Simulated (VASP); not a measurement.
A run of VASP 6.6.1 is set up as follows.

POSCAR

```
La2O3
1.0
    6.3548712377      0.0000000000      0.0000000000
   -3.1774356188      5.5034799296      0.0000000000
    0.0000000000      0.0000000000      3.2784347706
La O
2 3
Direct
    0.6666666667      0.3333333333      0.5000000000
    0.3333333333      0.6666666667      0.5000000000
    0.5002752655      0.0000000000      0.0000000000
    0.0000000000      0.5002752655      0.0000000000
    0.4997247345      0.4997247345      0.0000000000
```

INCAR.step1

```
SYSTEM = La2O3
PREC = Accurate
ENCUT = 520
ISMEAR = -1
SIGMA = 0.05
LREAL = .FALSE.
LASPH = .TRUE.
NELM = 60
NBANDS = 28
GGA = PE
ALGO = Normal
EDIFF = 1E-4
LWAVE = .TRUE.
LCHARG = .FALSE.
```

File INCAR.step2:

```
SYSTEM = La2O3
PREC = Accurate
ENCUT = 520
EDIFF = 1E-6
ISMEAR = -1
SIGMA = 0.05
LREAL = .FALSE.
LASPH = .TRUE.
NELM = 60
ALGO = Normal
ISIF = 2
LWAVE = .FALSE.
LCHARG = .FALSE.
METAGGA = R2SCAN
LMIXTAU = .TRUE.
NBANDS = 28
ISTART = 1
```

The input KPOINTS:

```
regular mesh
0
G
  5 5 8
  0 0 0
```

Potentials or basis: VASP PAW PBE potentials, release 64 (La, O).

Launch:

```sh
$ cat potpaw_PBE.64/La/POTCAR potpaw_PBE.64/O/POTCAR > POTCAR
$ cp INCAR.step1 INCAR
$ mpirun -np 1 vasp_std > vasp.out
$ cp INCAR.step2 INCAR
$ mpirun -np 1 vasp_std > vasp.out
```

Q: Predict the band gap on the k mesh.

A: 1.95 eV (least direct gap 2.43 eV).

Q: Predict the pressure.

A: -0.3 GPa.

Stress tensor (GPa, compression positive):
```
-0.29  0.00  0.00
 0.00 -0.29  0.00
 0.00  0.00 -0.39
```

Caveat: the PAW data sets were made with another functional, which shifts forces and pressure a little; spin-orbit coupling is left out, which moves the levels of the heavy elements. A k mesh can miss the band edges.
